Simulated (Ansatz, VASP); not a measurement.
# Two plane-wave programs on Al3C2

The input INCAR:

```
SYSTEM = Al3C2
PREC = Accurate
ENCUT = 600
EDIFF = 1E-6
ISMEAR = 0
SIGMA = 0.1
LREAL = .False.
LASPH = .True.
NELM = 100
ALGO = Normal
ISIF = 3
LWAVE = .False.
LCHARG = .False.
GGA = PE
IBRION = 2
NSW = 90
EDIFFG = -0.04
```

Contents of KPOINTS:

```
Automatic mesh
0
Gamma
  6 6 2
  0 0 0
```

File POSCAR:

```
Al3C2
1.0
    3.2902272600      0.0000000000      0.0000000000
   -1.6451136300      2.8494203900      0.0000000000
    0.0000000000      0.0000000000     14.5110447100
Al C
6 4
Direct
    0.3333333300      0.6666666700      0.9721999800
    0.6666666700      0.3333333300      0.4721999800
    0.3333333300      0.6666666700      0.5278000200
    0.6666666700      0.3333333300      0.0278000200
    0.3333333300      0.6666666700      0.7500000000
    0.6666666700      0.3333333300      0.2500000000
    0.3333333300      0.6666666700      0.1398500100
    0.6666666700      0.3333333300      0.6398500100
    0.3333333300      0.6666666700      0.3601499900
    0.6666666700      0.3333333300      0.8601499900
```

Input for Ansatz:

```yaml
crystal:
  lattice:
    - [3.29022726, 0.0, 0.0]
    - [-1.64511363, 2.84942039, 0.0]
    - [0.0, 0.0, 14.51104471]
  atoms:
    - { symbol: Al, position: [0.33333333, 0.66666667, 0.97219998] }
    - { symbol: Al, position: [0.66666667, 0.33333333, 0.47219998] }
    - { symbol: Al, position: [0.33333333, 0.66666667, 0.52780002] }
    - { symbol: Al, position: [0.66666667, 0.33333333, 0.02780002] }
    - { symbol: Al, position: [0.33333333, 0.66666667, 0.75] }
    - { symbol: Al, position: [0.66666667, 0.33333333, 0.25] }
    - { symbol: C, position: [0.33333333, 0.66666667, 0.13985001] }
    - { symbol: C, position: [0.66666667, 0.33333333, 0.63985001] }
    - { symbol: C, position: [0.33333333, 0.66666667, 0.36014999] }
    - { symbol: C, position: [0.66666667, 0.33333333, 0.86014999] }
basis:
  ecutwfc: 420
kpoints:
  mp_grid: { grid: [6, 6, 2] }
hamiltonian:
  xc: pbe
scf:
  occupations: { method: gaussian, width: 0.1 }
  lower_state_search: "off"
output:
  forces: true
  stress: true
  eigenvalues: true
relax:
  adjacent_minimum: "off"
  f_tol: 0.04
  max_steps: 70
  cell: { stress_tol: 0.4 }
```

Change from the starting cell: species swapped into the B3Ru2 type (P6_3/mmc, No. 194).

Alike in both runs: task relaxation of cell and atoms; functional PBE; k mesh 6 × 6 × 2; occupations gaussian, width 0.1 eV; no spin polarisation.

|  | VASP | Ansatz |
| --- | --- | --- |
| version | VASP 6.6.1 | Ansatz 0.2.0 |
| potentials or method | VASP PAW PBE potentials, release 64 (Al, C), cutoff 600 eV | scalar-relativistic, plane waves, PAW |
| valence electrons in the cell | 34 | 34 |

VASP gave:

| Quantity | Value |
| --- | --- |
| gap on the k mesh at the Fermi level, each at its own relaxed structure (eV) | none |
| relaxed volume (Å³/atom) | 12.27 |
| relaxed cell length with the largest relative difference (Å) | 13.452 |

Task: Estimate Ansatz's values.

Result: gap on the k mesh at the Fermi level, each at its own relaxed structure (eV): none; relaxed volume (Å³/atom): 11.69; relaxed cell length with the largest relative difference (Å): 14.688.

A gap of «none» marks a metal or a gap that the smearing closes. One of these differences is far larger than is usual between the two programs; its cause wasn't traced.

The k mesh is coarse, so the values compare programs but aren't converged.
